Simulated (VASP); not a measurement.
Set up this calculation in VASP 6.6.1, as the native input.

| Quantity | Value |
| --- | --- |
| Task | single point |
| Functional | PBE |
| Potentials or basis | VASP PAW PBE potentials, release 64 (N, Ti_sv, O) |
| Cutoff | 520 eV |
| k mesh | 9 × 9 × 1 |
| Occupations | gaussian, width 0.1 eV |
| Spin | no spin polarisation |
| Dipole correction | yes |
| Further INCAR settings | ALGO = Normal; EDIFF = 1e-07; NBANDS = 38 |

The structure of Ti3N3O lies in POSCAR:

```
Ti3N3O
1.0
    3.0028555065      0.0000000000      0.0000000000
   -1.5014277533      2.6005491526      0.0000000000
    0.0000000000      0.0000000000     21.5541471922
N Ti O
3 3 1
Direct
    0.3333333333      0.6666666667      0.1855791354
    0.0000000000      0.0000000000      0.2993308525
    0.6666666667      0.3333333333      0.4147299352
    0.6666666667      0.3333333333      0.2424549940
    0.3333333333      0.6666666667      0.3575097830
   -0.1049120028     -0.0315154144      0.4785839140
    0.5000000000      0.3333333333      0.5249770520
```

The input as run:

INCAR

```
SYSTEM = Ti3N3O
ALGO = Normal
DIPOL = 0.5 0.5 0.358
EDIFF = 1E-7
ENCUT = 520
GGA = PE
IDIPOL = 3
ISIF = 2
ISMEAR = 0
LASPH = .True.
LCHARG = .True.
LDIPOL = .True.
LELF = .True.
LREAL = .False.
LVACPOTAV = .True.
LVHAR = .True.
LWAVE = .False.
NBANDS = 38
NELM = 60
PREC = Accurate
SIGMA = 0.1
```

KPOINTS

```
k-points
0
Gamma
  9 9 1
  0 0 0
```

Potentials or basis: VASP PAW PBE potentials, release 64 (N, Ti_sv, O).

Launch:

```console
$ cat potpaw_PBE.64/N/POTCAR potpaw_PBE.64/Ti_sv/POTCAR potpaw_PBE.64/O/POTCAR > POTCAR
$ mpirun -np 1 vasp_std > vasp.out
```

Results of the run:

```json
{
  "Largest force": "5.596 eV/Å",
  "Band gap on the k mesh": "zero (an odd number of electrons rules out a gap without spin polarisation)"
}
```

Caveat: an odd number of electrons without spin polarisation forces a metal; a magnetic or distorted state may lie lower.

Run time: 8.2 min on 1 thread of Intel(R) Xeon(R) Platinum 8488C (Sapphire Rapids), on a shared host, peak memory 0.43 GiB.
